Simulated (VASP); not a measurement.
Write the native input for VASP 6.6.1 that does the following.

| Item | Value |
| --- | --- |
| Task | single point |
| Functional | r2SCAN |
| Potentials or basis | VASP PAW PBE potentials, release 64 (Fe) |
| Cutoff | 520 eV |
| k mesh | 25 × 25 × 25 |
| Occupations | fermi-dirac, width 0.05 eV |
| Spin | collinear spin, ferromagnetic start |
| Starting moments | [2.826] μB |
| Dipole correction | no |
| Further INCAR settings | ALGO = Normal; EDIFF = 1e-06; NBANDS = 14 |

Fe:

```
CELL_PARAMETERS angstrom
-1.43455 1.43455 1.43455
1.43455 -1.43455 1.43455
1.43455 1.43455 -1.43455
ATOMIC_POSITIONS crystal
Fe 0.00000 0.00000 0.00000
```

These files were run (other wordings do the same):

POSCAR

```
Fe
1.0
   -1.4345540701      1.4345540701      1.4345540701
    1.4345540701     -1.4345540701      1.4345540701
    1.4345540701      1.4345540701     -1.4345540701
Fe
1
Direct
    0.0000000000      0.0000000000      0.0000000000
```

INCAR.step1

```
SYSTEM = Fe
PREC = Accurate ; ENCUT = 520
ISMEAR = -1 ; SIGMA = 0.05
LREAL = .False. ; LASPH = .True.
NELM = 150 ; ISPIN = 2
MAGMOM = 2.826 ; LMAXMIX = 4
NBANDS = 14 ; GGA = PE
ALGO = Normal ; EDIFF = 1E-4
LWAVE = .True. ; LCHARG = .False.
```

INCAR.step2

```
SYSTEM = Fe
PREC = Accurate ; ENCUT = 520
EDIFF = 1E-6 ; ISMEAR = -1
SIGMA = 0.05 ; LREAL = .False.
LASPH = .True. ; NELM = 150
ALGO = Normal ; ISIF = 2
LWAVE = .False. ; LCHARG = .False.
ISPIN = 2 ; MAGMOM = 2.826
LORBIT = 11 ; LMAXMIX = 4
METAGGA = R2SCAN ; LMIXTAU = .True.
NBANDS = 14 ; ISTART = 1
```

KPOINTS

```
regular mesh
0
Gamma
  25 25 25
  0 0 0
```

Potentials or basis: VASP PAW PBE potentials, release 64 (Fe).

Command:

```bash
$ cat potpaw_PBE.64/Fe/POTCAR > POTCAR
$ cp INCAR.step1 INCAR
$ mpirun -np 1 vasp_std > vasp.out
$ cp INCAR.step2 INCAR
$ mpirun -np 1 vasp_std > vasp.out
```

Results of the run:

The pressure is -1.1 GPa, the net moment is 2.65 μB per cell and the site moments are Fe +2.72 μB. The valence electrons inside the program's atomic spheres are Fe 7.19.

Caveat: the PAW data sets were made with another functional, which shifts forces and pressure a little.

It took 6.9 min on 1 thread of Intel(R) Xeon(R) Platinum 8259CL CPU @ 2.50GHz (Skylake/Cascade Lake) (shared host), peak memory 0.22 GiB.
